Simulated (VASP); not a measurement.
# Mo6S in VASP: further runs

The runs below take Mo6S through single point, with PBE.

Program: VASP 6.6.1. These are calculated values, not measurements. Logs are shortened: lines on timing, memory, paths and dates and some standing lists are left out, and cuts for length are marked.

## Step 1: The cell of the first run

The cell holds a slab with vacuum, 7 atoms: a = 4.470 Å, b = 4.470 Å, c = 19.760 Å, α = 90.00°, β = 90.00°, γ = 120.00°.

## Step 2: Single point, PBE

INCAR

```
SYSTEM = Mo6S
  PREC = Accurate
  ENCUT = 520
  EDIFF = 1E-7
  ISMEAR = 0
  SIGMA = 0.1
  LREAL = .False.
  LASPH = .True.
  NELM = 80
  ALGO = Normal
  ISIF = 2
  LWAVE = .False.
  LCHARG = .False.
  LDIPOL = .True.
  IDIPOL = 3
  DIPOL = 0.5 0.5 0.339
  GGA = PE
  NBANDS = 54
```

KPOINTS

```
regular mesh
0
Gamma
  6 6 1
  0 0 0
```

POSCAR

```
Mo6S
1.0
    4.4695765303      0.0000000000      0.0000000000
   -2.2347882651      3.8707668194      0.0000000000
    0.0000000000      0.0000000000     19.7595667358
Mo S
6 1
Direct
    0.6666666666      0.3333333333      0.2024335884
    0.3333333333      0.6666666667      0.2486060831
    0.0000000000      0.0000000000      0.2947785777
    0.6666666666      0.3333333333      0.3368821122
    0.3333333333      0.6666666667      0.3779725574
    0.0000000000      0.0000000000      0.4180034333
    0.2222222222      0.4444444444      0.4939887918
```

Potentials or basis: VASP PAW PBE potentials, release 64 (Mo_sv, S).

Started as:

```sh
cat potpaw_PBE.64/Mo_sv/POTCAR potpaw_PBE.64/S/POTCAR > POTCAR
mpirun -np 1 vasp_std > vasp.out
```

OUTCAR:

```text
SYSTEM = Mo6S
   PREC = Accurate
   ENCUT = 520
   EDIFF = 1E-7
   ISMEAR = 0
   LREAL = .False.
   LASPH = .True.
   NELM = 80
   ISIF = 2
   GGA = PE

 ion  position               nearest neighbor table
   1  0.667  0.333  0.202-   4 2.66   2 2.74   2 2.74   2 2.74   3 3.16   3 3.16   3 3.16
   2  0.333  0.667  0.249-   5 2.56   3 2.74   3 2.74   3 2.74   1 2.74   1 2.74   1 2.74   4 3.11
                             4 3.11   4 3.11
   3  0.000  0.000  0.295-   6 2.43   4 2.71   4 2.71   4 2.71   2 2.74   2 2.74   2 2.74   5 3.06
                             5 3.06   5 3.06   1 3.16   1 3.16   1 3.16
   4  0.667  0.333  0.337-   1 2.66   5 2.71   5 2.71   5 2.71   3 2.71   3 2.71   3 2.71   6 3.04
                             6 3.04   6 3.04   2 3.11   2 3.11   2 3.11
   5  0.333  0.667  0.378-   7 2.45   2 2.56   6 2.70   6 2.70   6 2.70   4 2.71   4 2.71   4 2.71
                             3 3.06   3 3.06   3 3.06
   6  0.000  0.000  0.418-   7 2.28   3 2.43   5 2.70   5 2.70   5 2.70   4 3.04   4 3.04   4 3.04

   7  0.222  0.444  0.494-   6 2.28   5 2.45

  LATTYP: Found a hexagonal cell.
 ALAT       =     4.4695765303
 C/A-ratio  =     4.4209035469

  Lattice vectors:

 A1 = (   4.4695765303,   0.0000000000,   0.0000000000)
 A2 = (  -2.2347882651,   3.8707668194,   0.0000000000)
 A3 = (   0.0000000000,   0.0000000000,  19.7595667358)

Analysis of symmetry for initial positions (statically):
=====================================================================
 Subroutine PRICEL returns:
 Original cell was already a primitive cell.

 Routine SETGRP: Setting up the symmetry group for a
 hexagonal supercell.

 Subroutine GETGRP returns: Found  2 space group operations
 (whereof  2 operations were pure point group operations)
 out of a pool of 24 trial point group operations.

The static configuration has the point symmetry C_1h.

Analysis of symmetry for dynamics (positions and initial velocities):
=====================================================================
 Subroutine PRICEL returns:
 Original cell was already a primitive cell.

 Routine SETGRP: Setting up the symmetry group for a
 hexagonal supercell.

 Subroutine GETGRP returns: Found  2 space group operations
 (whereof  2 operations were pure point group operations)
 out of a pool of 24 trial point group operations.

The dynamic configuration has the point symmetry C_1h.

 Subroutine INISYM returns: Found  2 space group operations
 (whereof  2 operations are pure point group operations),
[... 104 lines left out ...]
   PSTRESS=    0.0 pullay stress
   NELECT =      90.0000    total number of electrons
   NUPDOWN=      -1.0000    fix difference up-down
   EMIN   =  10.00;   EMAX   =-10.00  energy-range for DOS
   EFERMI =   0.00;   METHOD = LEGACY
   ISMEAR =     0;   SIGMA  =   0.10  broadening in eV -4-tet -1-fermi 0-gaus
   EFERMI_NEDOS =   21; number of points for ismear=-14 and -15
   IALGO  =     38    algorithm
   IMIX   =      4    mixing-type and parameters
     AMIX     =   0.40;   BMIX     =  1.00
     AMIX_MAG =   1.60;   BMIX_MAG =  1.00
  volume/ion in A,a.u.               =      48.84       329.56
  Fermi-wavevector in a.u.,A,eV,Ry     =   1.049241  1.982779 14.978755  1.100907
  Thomas-Fermi vector in A             =   2.184196
   LORBIT       =      0    0 simple, 1 ext, 2 COOP (PROOUT), +10 PAW based schemes
   GGA     = PE    functional components
   LHFCALC =     F    Hartree Fock is set to
   AEXX    =    0.0000 exact exchange contribution
   IVDW    =     0    specifies the selected vdW correction
   LEPSILON=     F    determine dielectric tensor
   LRPA    =     F    only Hartree local field effects (RPA)
 non-spin polarized calculation
 Gauss-broadening in eV      SIGMA  =   0.10
  energy-cutoff  :      520.00
  volume of cell :      341.85
 maximum number of plane-waves:      9223
 NGX is ok and might be reduce to    36
   NGX = 17   NGY = 17   NGZ = 73

 dipolmoment           0.000000      0.000000     -0.022459 electrons x Angstroem

 number of electron      90.0000007 magnetization

 dipolmoment           0.000000      0.000000      0.179433 electrons x Angstroem

 Free energy of the ion-electron system (eV)
  ---------------------------------------------------
  ext. energy  EPLUGINS =         0.00000000
  ---------------------------------------------------
  free energy    TOTEN  =       -65.04477199 eV

  energy without entropy =      -65.00413738  energy(sigma->0) =      -65.02445468

 E-fermi :   0.7084     XC(G=0):  -5.2859

 val. band max:        0.6795342903   @ k =   0.3333   0.3333   0.0000
 cond. band min:       0.7137376056   @ k =   0.5000   0.0000   0.0000
 fundamental gap:      0.0342033153
 Fermi energy:         0.7083645925

 k-point     1 :       0.0000    0.0000    0.0000
  band No.  band energies     occupation
      1     -60.3748      2.00000
      2     -60.1461      2.00000
      3     -60.0914      2.00000
      4     -60.0857      2.00000
      5     -59.9614      2.00000
      6     -59.8974      2.00000
[... 730 lines left out ...]
     53       2.4500      0.00000
     54       2.6467      0.00000

------------------------ aborting loop because EDIFF is reached ----------------------------------------

 vacuum level on the upper side and lower side of the slab       (xc-potential included)         0.839        -1.035

  FORCE on cell =-STRESS in cart. coord.  units (eV):
  Direction    XX          YY          ZZ          XY          YZ          ZX
  --------------------------------------------------------------------------------------
  -------------------------------------------------------------------------------------
  Total       -4.2855454     -2.6642004      0.6113146     -0.0000000      2.1368036      0.0000000
  in kB      -20.0851868    -12.4863835      2.8650654     -0.0000000     10.0146179      0.0000000
  external PRESSURE =      -9.9021683 kB  Pullay stress =       0.0000000 kB

 VOLUME and BASIS-vectors are now :
 -----------------------------------------------------------------------------
  energy-cutoff  :      520.00
  volume of cell :      341.85
      direct lattice vectors                 reciprocal lattice vectors
     4.469576530  0.000000000  0.000000000     0.223734842  0.129173371  0.000000000
    -2.234788265  3.870766819  0.000000000     0.000000000  0.258346743  0.000000000
     0.000000000  0.000000000 19.759566736     0.000000000  0.000000000  0.050608397

 POSITION                                       TOTAL-FORCE (eV/Angst)
 -----------------------------------------------------------------------------------
      2.23479      1.29026      4.00000         0.000000      0.040951      1.920967
     -0.00000      2.58051      4.91235        -0.000000     -0.099438     -1.249020
      0.00000      0.00000      5.82470         0.000000      0.172619     -1.393633
      2.23479      1.29026      6.65664        -0.000000     -0.290649     -1.428821
     -0.00000      2.58051      7.46857        -0.000000     -0.241370      1.302353
      0.00000      0.00000      8.25957        -0.000000     -0.742250      0.853239
      0.00000      1.72034      9.76100         0.000000      1.160137     -0.005085
 -----------------------------------------------------------------------------------
    total drift:                                0.000002      0.000046     -0.000319

  FREE ENERGIE OF THE ION-ELECTRON SYSTEM (eV)
  ---------------------------------------------------
  free  energy   TOTEN  =       -65.0447719864 eV

  energy  without entropy=      -65.0041373800  energy(sigma->0) =      -65.02445468

 vacuum level on the upper side and lower side of the slab         6.128         4.212
```

stdout:

```text
POSCAR found type information on POSCAR MoS
 POSCAR found :  2 types and       7 ions
 scaLAPACK will be used
 LDA part: xc-table for (Slater+PW92), standard interpolation
 POSCAR, INCAR and KPOINTS ok, starting setup
 FFT: planning ... GRIDC
 FFT: planning ... GRID_SOFT
 FFT: planning ... GRID
 WAVECAR not read
 entering main loop
```

Wall time 11 min (1 thread of Intel Xeon 6975P-C, shared host); peak memory 0.56 GiB.

Results:

```
Free energy            : -65.0448 eV
Largest force          : 1.921 eV/Å
Band gap on the k mesh : zero (band 45 reaches 0.79 eV, above the bottom of band 46 at 0.55 eV)
```

Forces in eV/Å, atoms in the order of the input:
```
Mo   0.000  0.041  1.921
Mo   0.000 -0.099 -1.249
Mo   0.000  0.173 -1.394
Mo   0.000 -0.291 -1.429
Mo   0.000 -0.241  1.302
Mo   0.000 -0.742  0.853
S    0.000  1.160 -0.005
```

## Step 3: Single point, PBE

INCAR

```
SYSTEM = Mo6S
PREC = Accurate
ENCUT = 520
EDIFF = 1E-7
ISMEAR = 0
SIGMA = 0.1
LREAL = .False.
LASPH = .True.
NELM = 100
ALGO = Normal
ISIF = 2
LWAVE = .False.
LCHARG = .False.
LDIPOL = .True.
IDIPOL = 3
DIPOL = 0.5 0.5 0.338
GGA = PE
NBANDS = 54
```

KPOINTS is that of step 2.

POSCAR

```
Mo6S
1.0
    4.4695765303      0.0000000000      0.0000000000
   -2.2347882651      3.8707668194      0.0000000000
    0.0000000000      0.0000000000     19.7595667358
Mo S
6 1
Direct
    0.6666666667      0.3333333334      0.2024335884
    0.3333333333      0.6666666666      0.2486060831
    0.0000000000      0.0000000000      0.2947785777
    0.6666666667      0.3333333334      0.3368821122
    0.3333333333      0.6666666666      0.3779725574
    0.0000000000      0.0000000000      0.4180034333
    0.4444444444      0.2222222222      0.4864621037
```

Potentials or basis: VASP PAW PBE potentials, release 64 (Mo_sv, S).

Started as:

```sh
cat potpaw_PBE.64/Mo_sv/POTCAR potpaw_PBE.64/S/POTCAR > POTCAR
mpirun -np 1 vasp_std > vasp.out
```

OUTCAR:

```text
SYSTEM = Mo6S
   PREC = Accurate
   ENCUT = 520
   EDIFF = 1E-7
   ISMEAR = 0
   LREAL = .False.
   LASPH = .True.
   NELM = 100
   ISIF = 2
   GGA = PE

 ion  position               nearest neighbor table
   1  0.667  0.333  0.202-   4 2.66   2 2.74   2 2.74   2 2.74   3 3.16   3 3.16   3 3.16
   2  0.333  0.667  0.249-   5 2.56   3 2.74   3 2.74   3 2.74   1 2.74   1 2.74   1 2.74   4 3.11
                             4 3.11   4 3.11
   3  0.000  0.000  0.295-   6 2.43   4 2.71   4 2.71   4 2.71   2 2.74   2 2.74   2 2.74   5 3.06
                             5 3.06   5 3.06   1 3.16   1 3.16   1 3.16
   4  0.667  0.333  0.337-   1 2.66   5 2.71   5 2.71   5 2.71   3 2.71   3 2.71   3 2.71   6 3.04
                             6 3.04   6 3.04   7 3.08   2 3.11   2 3.11   2 3.11
   5  0.333  0.667  0.378-   2 2.56   6 2.70   6 2.70   6 2.70   4 2.71   4 2.71   4 2.71   3 3.06
                             3 3.06   3 3.06   7 3.13   7 3.13
   6  0.000  0.000  0.418-   7 2.19   3 2.43   5 2.70   5 2.70   5 2.70   4 3.04   4 3.04   4 3.04

   7  0.444  0.222  0.486-   6 2.19   4 3.08   5 3.13   5 3.13

  LATTYP: Found a hexagonal cell.
 ALAT       =     4.4695765303
 C/A-ratio  =     4.4209035469

  Lattice vectors:

 A1 = (   4.4695765303,   0.0000000000,   0.0000000000)
 A2 = (  -2.2347882651,   3.8707668194,   0.0000000000)
 A3 = (   0.0000000000,   0.0000000000,  19.7595667358)

Analysis of symmetry for initial positions (statically):
=====================================================================
 Subroutine PRICEL returns:
 Original cell was already a primitive cell.

 Routine SETGRP: Setting up the symmetry group for a
 hexagonal supercell.

 Subroutine GETGRP returns: Found  2 space group operations
 (whereof  2 operations were pure point group operations)
 out of a pool of 24 trial point group operations.

The static configuration has the point symmetry C_1h.

Analysis of symmetry for dynamics (positions and initial velocities):
[... 140 lines left out ...]
 non-spin polarized calculation
 Gauss-broadening in eV      SIGMA  =   0.10
  energy-cutoff  :      520.00
  volume of cell :      341.85
 maximum number of plane-waves:      9223
 NGX is ok and might be reduce to    36
   NGX = 17   NGY = 17   NGZ = 73

 dipolmoment           0.000000      0.000000     -0.013580 electrons x Angstroem

 number of electron      90.0000007 magnetization

 dipolmoment           0.000000      0.000000      0.148281 electrons x Angstroem

 Free energy of the ion-electron system (eV)
  ---------------------------------------------------
  ext. energy  EPLUGINS =         0.00000000
  ---------------------------------------------------
  free energy    TOTEN  =       -64.53124449 eV

  energy without entropy =      -64.49343557  energy(sigma->0) =      -64.51234003

 E-fermi :   0.9423     XC(G=0):  -5.2626

 val. band max:        0.9413270158   @ k =   0.0000   0.5000   0.0000
 cond. band min:       0.9797985824   @ k =   0.3333   0.1667   0.0000
 fundamental gap:      0.0384715667
 Fermi energy:         0.9422631795

 k-point     1 :       0.0000    0.0000    0.0000
  band No.  band energies     occupation
      1     -60.2477      2.00000
      2     -60.0112      2.00000
      3     -59.9758      2.00000
      4     -59.9045      2.00000
      5     -59.7724      2.00000
      6     -59.7214      2.00000
[... 730 lines left out ...]
     53       2.4948      0.00000
     54       2.6104      0.00000

------------------------ aborting loop because EDIFF is reached ----------------------------------------

 vacuum level on the upper side and lower side of the slab       (xc-potential included)         0.742        -0.862

  FORCE on cell =-STRESS in cart. coord.  units (eV):
  Direction    XX          YY          ZZ          XY          YZ          ZX
  --------------------------------------------------------------------------------------
  -------------------------------------------------------------------------------------
  Total       -1.5903787     -3.8376561     -1.4745264      1.9461993      0.8869231      1.5361943
  in kB       -7.4536728    -17.9860512     -6.9107046      9.1213072      4.1567678      7.1997254
  external PRESSURE =     -10.7834762 kB  Pullay stress =       0.0000000 kB

 VOLUME and BASIS-vectors are now :
 -----------------------------------------------------------------------------
  energy-cutoff  :      520.00
  volume of cell :      341.85
      direct lattice vectors                 reciprocal lattice vectors
     4.469576530  0.000000000  0.000000000     0.223734842  0.129173371  0.000000000
    -2.234788265  3.870766819  0.000000000     0.000000000  0.258346743  0.000000000
     0.000000000  0.000000000 19.759566736     0.000000000  0.000000000  0.050608397

 POSITION                                       TOTAL-FORCE (eV/Angst)
 -----------------------------------------------------------------------------------
      2.23479      1.29026      4.00000         0.058916      0.034015      1.939801
      0.00000      2.58051      4.91235        -0.119024     -0.068718     -0.513682
      0.00000      0.00000      5.82470         0.335494      0.193697     -2.085424
      2.23479      1.29026      6.65664         0.262511      0.151561     -0.299265
      0.00000      2.58051      7.46857        -0.201302     -0.116222      0.559154
      0.00000      0.00000      8.25957        -2.160346     -1.247276      0.407632
      1.48986      0.86017      9.61228         1.823751      1.052943     -0.008217
 -----------------------------------------------------------------------------------
    total drift:                               -0.000006     -0.000004     -0.000205

  FREE ENERGIE OF THE ION-ELECTRON SYSTEM (eV)
  ---------------------------------------------------
  free  energy   TOTEN  =       -64.5312444880 eV

  energy  without entropy=      -64.4934355666  energy(sigma->0) =      -64.51234003

 vacuum level on the upper side and lower side of the slab         5.934         4.335
```

OSZICAR:

```text
N       E                     dE             d eps       ncg     rms          rms(c)
DAV:   1     0.872916392510E+03    0.87292E+03   -0.55663E+04  1900   0.147E+03
DAV:   2    -0.295755707816E+02   -0.90249E+03   -0.88382E+03  1640   0.421E+02
DAV:   3    -0.687351569358E+02   -0.39160E+02   -0.37997E+02  1832   0.721E+01
[... 25 lines left out ...]
DAV:  29    -0.645312408468E+02   -0.53185E-05   -0.16605E-07  1080   0.133E-03    0.122E-03
DAV:  30    -0.645312432579E+02   -0.24111E-05   -0.20588E-07  1074   0.143E-03    0.517E-04
DAV:  31    -0.645312441402E+02   -0.88234E-06   -0.63790E-08  1080   0.796E-04    0.219E-04
DAV:  32    -0.645312444311E+02   -0.29087E-06   -0.31797E-08   988   0.441E-04    0.130E-04
DAV:  33    -0.645312444880E+02   -0.56889E-07   -0.48297E-09   924   0.257E-04
   1 F= -.64531244E+02 E0= -.64512340E+02  d E =-.378089E-01
```

Run time: 11 min. Hardware: 1 thread of Intel Xeon 6975P-C, shared host; peak memory 0.57 GiB.

Results:

```
Free energy            : -64.5312 eV
Largest force          : 2.528 eV/Å
Band gap on the k mesh : zero (band 45 reaches 0.94 eV, above the bottom of band 46 at 0.93 eV)
```

Forces in eV/Å, atoms in the order of the input:
```
Mo   0.059  0.034  1.940
Mo  -0.119 -0.069 -0.514
Mo   0.335  0.194 -2.085
Mo   0.263  0.152 -0.299
Mo  -0.201 -0.116  0.559
Mo  -2.160 -1.247  0.408
S    1.824  1.053 -0.008
```

Levels at points of the mesh, in eV from the Fermi level:
| k point | band 43 | band 44 | band 45 | band 46 | band 47 | band 48 |
| --- | --- | --- | --- | --- | --- | --- |
| (0.00, 0.00, 0.00) | -1.18 | -0.79 | -0.05 | -0.01 | 0.71 | 1.15 |
| (0.50, 0.00, 0.00) | -1.04 | -0.35 | -0.04 | 0.21 | 0.24 | 0.89 |
| (0.00, 0.50, 0.00) | -0.84 | -0.11 | 0.00 | 0.12 | 0.33 | 0.68 |

## Step 4: Single point, PBE

Edit INCAR of step 3 so:

```diff
@@ -3,3 +3,3 @@
 ENCUT = 520
-EDIFF = 1E-7
+EDIFF = 1E-6
 ISMEAR = 0
@@ -8,3 +8,3 @@
 LASPH = .True.
-NELM = 100
+NELM = 80
 ALGO = Normal
```

KPOINTS

```
Automatic mesh
0
Gamma
  6 6 1
  0 0 0
```

POSCAR

```
Mo6S
1.0
    4.4695765303      0.0000000000      0.0000000000
   -2.2347882651      3.8707668194      0.0000000000
    0.0000000000      0.0000000000     19.7595667358
Mo S
6 1
Direct
    0.6666666666      0.3333333333      0.2024335884
    0.3333333333      0.6666666667      0.2486060831
    0.0000000000      0.0000000000      0.2947785777
    0.6666666666      0.3333333333      0.3368821122
    0.3333333333      0.6666666667      0.3779725574
    0.0000000000      0.0000000000      0.4180034333
    0.4444444444      0.8888888889      0.4865376846
```

Started as:

```sh
cat potpaw_PBE.64/Mo_sv/POTCAR potpaw_PBE.64/S/POTCAR > POTCAR
mpirun -np 1 vasp_std > vasp.out
```

It took 10 min on 1 thread of Intel Xeon 6975P-C, shared host; peak memory 0.57 GiB.

Results (log left out):

```
Free energy            : -65.3542 eV
Largest force          : 1.957 eV/Å
Band gap on the k mesh : zero (band 45 reaches 0.89 eV, above the bottom of band 46 at 0.88 eV)
```

Forces in eV/Å, atoms in the order of the input:
```
Mo   0.000 -0.122  1.953
Mo   0.000  0.144 -1.352
Mo   0.000 -0.114 -1.336
Mo   0.000  0.312 -1.165
Mo   0.000 -0.574 -0.006
Mo   0.000 -0.028  1.895
S    0.000  0.381  0.011
```

Levels at points of the mesh, in eV from the Fermi level:
| k point | band 43 | band 44 | band 45 | band 46 | band 47 | band 48 |
| --- | --- | --- | --- | --- | --- | --- |
| (0.00, 0.00, 0.00) | -1.14 | -1.13 | -0.80 | 0.09 | 1.00 | 1.18 |
| (0.50, 0.00, 0.00) | -1.18 | -0.41 | -0.05 | 0.07 | 0.40 | 0.65 |
| (0.00, 0.50, 0.00) | -0.74 | -0.07 | -0.06 | 0.21 | 0.75 | 1.00 |
